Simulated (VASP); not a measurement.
# Al (P6_3/mmc) in VASP: a series of runs

Al is run at these levels: r2SCAN; tasks: single point, relaxation of shape and atoms at fixed volume.

Program: VASP 6.6.1. These are calculated values, not measurements. Logs are shortened: lines on timing, memory, paths and dates and some standing lists are left out, and cuts for length are marked.

### Step 1. The cell of the first run

The structure is hexagonal, space group P6_3/mmc (No. 194). Conventional cell: a = 2.808 Å, b = 2.808 Å, c = 4.689 Å, α = 90.00°, β = 90.00°, γ = 120.00°. Within 3.7 Å of Al (site symmetry -6m2) lie 12 Al at 2.81 to 2.85 Å.

This isn't the form of Al at room conditions, which is fcc.

### Step 2. Single point, r2SCAN

POSCAR reads:

```
Al
1.0
    2.8080863938      0.0000000000      0.0000000000
   -1.4040431969      2.4318741530      0.0000000000
    0.0000000000      0.0000000000      4.6890806101
Al
2
Direct
    0.6666666667      0.3333333333      0.7500000000
    0.3333333333      0.6666666667      0.2500000000
```

INCAR.step1 reads:

```
ALGO = Normal ; EDIFF = 1E-4
ENCUT = 520 ; GGA = PE
ISMEAR = 0 ; LASPH = T
LCHARG = F ; LREAL = F
LWAVE = T ; NBANDS = 10
NELM = 60 ; PREC = Accurate
SIGMA = 0.15
```

INCAR.step2 reads:

```
ALGO = Normal ; EDIFF = 1E-7
ENCUT = 520 ; ISIF = 2
ISMEAR = 0 ; ISTART = 1
LASPH = T ; LCHARG = F
LMIXTAU = T ; LREAL = F
LWAVE = F ; METAGGA = R2SCAN
NBANDS = 10 ; NELM = 60
PREC = Accurate ; SIGMA = 0.15
```

KPOINTS reads:

```
k-points
0
Gamma
  30 30 14
```

Potentials or basis: VASP PAW PBE potentials, release 64 (Al).

Launch:

```
$ cat potpaw_PBE.64/Al/POTCAR > POTCAR
$ cp INCAR.step1 INCAR
$ mpirun -np 1 vasp_std > vasp.out
$ cp INCAR.step2 INCAR
$ mpirun -np 1 vasp_std > vasp.out
```

OUTCAR:

```text
EDIFF = 1E-7
   ENCUT = 520
   ISIF = 2
   ISMEAR = 0
   ISTART = 1
   LASPH = T
   LREAL = F
   METAGGA = R2SCAN
   NELM = 60
   PREC = Accurate

 ion  position               nearest neighbor table
   1  0.667  0.333  0.750-   2 2.85   2 2.85   2 2.85   2 2.85   2 2.85   2 2.85
   2  0.333  0.667  0.250-   1 2.85   1 2.85   1 2.85   1 2.85   1 2.85   1 2.85

  LATTYP: Found a hexagonal cell.
 ALAT       =     2.8080863938
 C/A-ratio  =     1.6698491259

  Lattice vectors:

 A1 = (   2.8080863938,   0.0000000000,   0.0000000000)
 A2 = (  -1.4040431969,   2.4318741530,   0.0000000000)
 A3 = (   0.0000000000,   0.0000000000,   4.6890806101)

Analysis of symmetry for initial positions (statically):
=====================================================================
 Subroutine PRICEL returns:
 Original cell was already a primitive cell.

 Routine SETGRP: Setting up the symmetry group for a
 hexagonal supercell.

 Subroutine GETGRP returns: Found 24 space group operations
 (whereof 12 operations were pure point group operations)
 out of a pool of 24 trial point group operations.

The static configuration has the point symmetry D_3d.
 The point group associated with its full space group is D_6h.

Analysis of symmetry for dynamics (positions and initial velocities):
=====================================================================
 Subroutine PRICEL returns:
 Original cell was already a primitive cell.

 Routine SETGRP: Setting up the symmetry group for a
 hexagonal supercell.

 Subroutine GETGRP returns: Found 24 space group operations
 (whereof 12 operations were pure point group operations)
 out of a pool of 24 trial point group operations.

The dynamic configuration has the point symmetry D_3d.
 The point group associated with its full space group is D_6h.

 Subroutine INISYM returns: Found 24 space group operations
 (whereof 12 operations are pure point group operations),
 and found     1 'primitive' translations

----------------------------------------------------------------------------------------

                                     Primitive cell

  volume of cell :      32.0213

  direct lattice vectors                    reciprocal lattice vectors
     2.808086394  0.000000000  0.000000000     0.356114400  0.205602744  0.000000000
    -1.404043197  2.431874153  0.000000000     0.000000000  0.411205489  0.000000000
     0.000000000  0.000000000  4.689080610     0.000000000  0.000000000  0.213261422

  length of vectors
[... 85 lines left out ...]
   NSW    =      0    number of steps for IOM
   IBRION =     -1    ionic relax: 0-MD 1-quasi-New 2-CG
   NFREE  =      0    steps in history (QN), initial steepest desc. (CG)
   ISIF   =      2    stress and relaxation
   ISYM   =      2    0-nonsym 1-usesym 2-fastsym
   POTIM  = 0.5000    time-step for ionic-motion
   TEBEG  =    0.0;   TEEND  =   0.0 temperature during run
   PSTRESS=    0.0 pullay stress
   NELECT =       6.0000    total number of electrons
   NUPDOWN=      -1.0000    fix difference up-down
   EMIN   =  10.00;   EMAX   =-10.00  energy-range for DOS
   EFERMI =   0.00;   METHOD = LEGACY
   ISMEAR =     0;   SIGMA  =   0.15  broadening in eV -4-tet -1-fermi 0-gaus
   EFERMI_NEDOS =   21; number of points for ismear=-14 and -15
   IALGO  =     38    algorithm
   IMIX   =      4    mixing-type and parameters
     AMIX     =   0.40;   BMIX     =  1.00
     AMIX_MAG =   1.60;   BMIX_MAG =  1.00
  volume/ion in A,a.u.               =      16.01       108.05
  Fermi-wavevector in a.u.,A,eV,Ry     =   0.936797  1.770290 11.940318  0.877589
  Thomas-Fermi vector in A             =   2.063843
   LORBIT       =      0    0 simple, 1 ext, 2 COOP (PROOUT), +10 PAW based schemes
   METAGGA = R2SCAN    functional components
   LHFCALC =     F    Hartree Fock is set to
   AEXX    =    0.0000 exact exchange contribution
   IVDW    =     0    specifies the selected vdW correction
   LEPSILON=     F    determine dielectric tensor
   LRPA    =     F    only Hartree local field effects (RPA)
 non-spin polarized calculation
 Gauss-broadening in eV      SIGMA  =   0.15
  energy-cutoff  :      520.00
  volume of cell :       32.02
 maximum number of plane-waves:       881
 NGX is ok and might be reduce to    24
   NGX = 11   NGY = 11   NGZ = 17

 number of electron       6.0000000 magnetization

 Free energy of the ion-electron system (eV)
  ---------------------------------------------------
  ext. energy  EPLUGINS =         0.00000000
  ---------------------------------------------------
  free energy    TOTEN  =       -13.40307406 eV

  energy without entropy =      -13.39447255  energy(sigma->0) =      -13.39877331

 E-fermi :   8.3355     XC(G=0): -11.0261

 val. band max:        8.3246451749   @ k =   0.3667   0.0333   0.4286
 cond. band min:       8.3393464180   @ k =   0.3000   0.3000   0.4286
 fundamental gap:      0.0147012431
 Fermi energy:         8.3354791303

 k-point     1 :       0.0000    0.0000    0.0000
  band No.  band energies     occupation
      1      -3.7280      2.00000
      2       3.0760      2.00000
      3       3.4681      2.00000
      4      20.3185      0.00000
      5      20.3185      0.00000
      6      20.4553      0.00000
      7      20.4553      0.00000
      8      20.9528      0.00000
      9      23.3972      0.00000
     10      23.9724      0.00000
[... 287 lines left out ...]
 k-point    24 :       0.2667    0.0333    0.0000
  band No.  band energies     occupation
      1      -1.5872      2.00000
      2       5.0909      2.00000
      3       5.4514      2.00000
      4       9.6495      0.00000
      5      14.8713      0.00000
      6      15.8967      0.00000
      7      16.1897      0.00000
      8      18.5786      0.00000
      9      21.4038      0.00000
     10      21.4723      0.00000

 [... further k-points ...]
[... 5 lines left out ...]
  --------------------------------------------------------------------------------------
  -------------------------------------------------------------------------------------
  Total        0.0179822      0.0179822     -0.1890726      0.0000000      0.0000000      0.0000000
  in kB        0.8997332      0.8997332     -9.4601901      0.0000000      0.0000000      0.0000000
  external PRESSURE =      -2.5535746 kB  Pullay stress =       0.0000000 kB

 VOLUME and BASIS-vectors are now :
 -----------------------------------------------------------------------------
  energy-cutoff  :      520.00
  volume of cell :       32.02
      direct lattice vectors                 reciprocal lattice vectors
     2.808086394  0.000000000  0.000000000     0.356114400  0.205602744  0.000000000
    -1.404043197  2.431874153  0.000000000     0.000000000  0.411205489  0.000000000
     0.000000000  0.000000000  4.689080610     0.000000000  0.000000000  0.213261422

 POSITION                                       TOTAL-FORCE (eV/Angst)
 -----------------------------------------------------------------------------------
      1.40404      0.81062      3.51681        -0.000000      0.000000      0.000000
     -0.00000      1.62125      1.17227         0.000000     -0.000000      0.000000
 -----------------------------------------------------------------------------------
    total drift:                               -0.000000      0.000000     -0.000000

  FREE ENERGIE OF THE ION-ELECTRON SYSTEM (eV)
  ---------------------------------------------------
  free  energy   TOTEN  =       -13.4030740649 eV

  energy  without entropy=      -13.3944725475  energy(sigma->0) =      -13.39877331
```

OSZICAR.step1:

```text
N       E                     dE             d eps       ncg     rms          rms(c)
DAV:   1    -0.537624406276E-01   -0.53762E-01   -0.23484E+03 14576   0.475E+02
DAV:   2    -0.730896665984E+01   -0.72552E+01   -0.69814E+01 19160   0.544E+01
DAV:   3    -0.746906826509E+01   -0.16010E+00   -0.15882E+00 19244   0.652E+00
DAV:   4    -0.746968465661E+01   -0.61639E-03   -0.61634E-03 17224   0.459E-01
DAV:   5    -0.746968989396E+01   -0.52373E-05   -0.52373E-05 17618   0.434E-02    0.189E+00
DAV:   6    -0.744074607627E+01    0.28944E-01   -0.30496E-03 16270   0.302E-01    0.109E+00
DAV:   7    -0.742021063730E+01    0.20535E-01   -0.87573E-03 15400   0.475E-01    0.178E-01
DAV:   8    -0.742011998990E+01    0.90647E-04   -0.84675E-05 18342   0.548E-02
   1 F= -.74201200E+01 E0= -.74156557E+01  d E =-.892856E-02
```

It took 14 min on 1 thread of AMD EPYC 9R45 (Zen 5), shared host; peak memory 0.27 GiB.

What came out:

```
Free energy            : -13.4031 eV
Pressure               : -0.3 GPa
Band gap on the k mesh : zero (bands 3 and 4 overlap by 7.59 eV)
```

Levels at points of the mesh, in eV from the Fermi level:
```tsv
k point	band 1	band 2	band 3	band 4	band 5	band 6
(0.00, 0.00, 0.00)	-12.06	-5.26	-4.87	11.98	11.98	12.12
(0.50, 0.00, 0.00)	-5.59	-5.57	0.60	1.13	1.37	1.90
(0.00, 0.00, 0.50)	-10.28	-10.28	3.29	3.29	13.01	13.01
(0.50, 0.00, 0.50)	-4.31	-4.31	-3.33	-3.33	7.96	7.96
```

Caveat: the PAW data sets were made with another functional, which shifts forces and pressure a little.

[end of part 1 of 3]
